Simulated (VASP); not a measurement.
Set up this calculation in VASP 6.6.1, as the native input.

```
Task                   : relaxation of cell and atoms
Functional             : PBE
Potentials or basis    : VASP PAW PBE potentials, release 64 (La, Si, O)
Cutoff                 : 600 eV
k mesh                 : 4 × 4 × 6
Occupations            : gaussian, width 0.1 eV
Spin                   : no spin polarisation
Dipole correction      : no
Further INCAR settings : ALGO = Normal; EDIFF = 1e-07; IBRION = 2; EDIFFG = -0.04; NSW = 90; ISIF = 3
```

The structure of LaSiO lies in POSCAR:

```
LaSiO
1.0
    4.3688710600      0.0000000000      0.0000000000
    0.0000000000      4.3688710600      0.0000000000
    0.0000000000      0.0000000000      3.5628633000
La Si O
1 1 1
Direct
    0.5000000000      0.5000000000      0.0000000000
    0.0000000000      0.0000000000      0.0000000000
    0.0000000000      0.0000000000      0.5000000000
```

The cell was generated, and may not be a known phase.

One way to write it, as run:

INCAR

```
SYSTEM = LaSiO
ALGO = Normal
EDIFF = 1E-7
EDIFFG = -0.04
ENCUT = 600
GGA = PE
IBRION = 2
ISIF = 3
ISMEAR = 0
LASPH = .True.
LCHARG = .False.
LREAL = .False.
LWAVE = .False.
NELM = 100
NSW = 90
PREC = Accurate
SIGMA = 0.1
```

KPOINTS

```
k-points
0
Gamma
  4 4 6
  0 0 0
```

Potentials or basis: VASP PAW PBE potentials, release 64 (La, Si, O).

Run with:

```sh
$ cat potpaw_PBE.64/La/POTCAR potpaw_PBE.64/Si/POTCAR potpaw_PBE.64/O/POTCAR > POTCAR
$ mpirun -np 1 vasp_std > vasp.out
```

Results of the run:

- Relaxed volume: 22.19 Å³/atom
- Relaxed cell: a = 4.193 Å, b = 4.193 Å, c = 3.786 Å, α = 90.00°, β = 90.00°, γ = 90.00°
- Space group after relaxing (to 0.1 Å): P4/mmm (No. 123)
- Energy gained by relaxing: 67.2 meV/atom
- Ionic steps: 7
- Pressure after relaxing: 0.0 GPa
- Band gap on the k mesh: zero (an odd number of electrons rules out a gap without spin polarisation)

Caveat: spin-orbit coupling is left out, which moves the levels of the heavy elements; an odd number of electrons without spin polarisation forces a metal; a magnetic or distorted state may lie lower.

Wall time 77 s on 1 thread of Intel(R) Xeon(R) 6975P-C (Granite Rapids), on a shared host, peak memory 0.21 GiB.
